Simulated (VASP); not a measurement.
Write the native input for VASP 6.6.1 that does the following.

| Quantity | Value |
| --- | --- |
| Task | single point |
| Functional | PBE |
| Potentials or basis | VASP PAW PBE potentials, release 64 (Li_sv) |
| Cutoff | 520 eV |
| k mesh | 8 × 8 × 11 |
| Occupations | fermi-dirac, width 0.08 eV |
| Spin | no spin polarisation |
| Dipole correction | no |
| Further INCAR settings | ALGO = Normal; EDIFF = 1e-06; NBANDS = 12 |

The structure of Li lies in POSCAR:

```
Li
1.0
    4.4838788461      0.0000000000      0.0000000000
   -2.2419394230      3.8831529882      0.0000000000
    0.0000000000      0.0000000000      2.6204446177
Li
3
Direct
    0.0000000000      0.0000000000      0.0000000000
    0.3333333333      0.6666666667      0.5000000000
    0.6666666667      0.3333333333      0.5000000000
```

This cell differs from its parent crystal: volume scaled by 0.75.

The input as run:

INCAR

```
PREC = Accurate ; ENCUT = 520
EDIFF = 1E-6 ; ISMEAR = -1
SIGMA = 0.08 ; LREAL = F
LASPH = T ; NELM = 80
ALGO = Normal ; ISIF = 2
LWAVE = F ; LCHARG = T
GGA = PE ; LELF = T
LVHAR = T ; NBANDS = 12
```

KPOINTS

```
Automatic mesh
0
Gamma
  8 8 11
```

Potentials or basis: VASP PAW PBE potentials, release 64 (Li_sv).

Run with:

```console
$ cat potpaw_PBE.64/Li_sv/POTCAR > POTCAR
$ mpirun -np 1 vasp_std > vasp.out
```

Run time: 9.1 s on 1 thread of Intel(R) Xeon(R) 6975P-C (Granite Rapids), with other jobs on the host, peak memory 0.16 GiB.
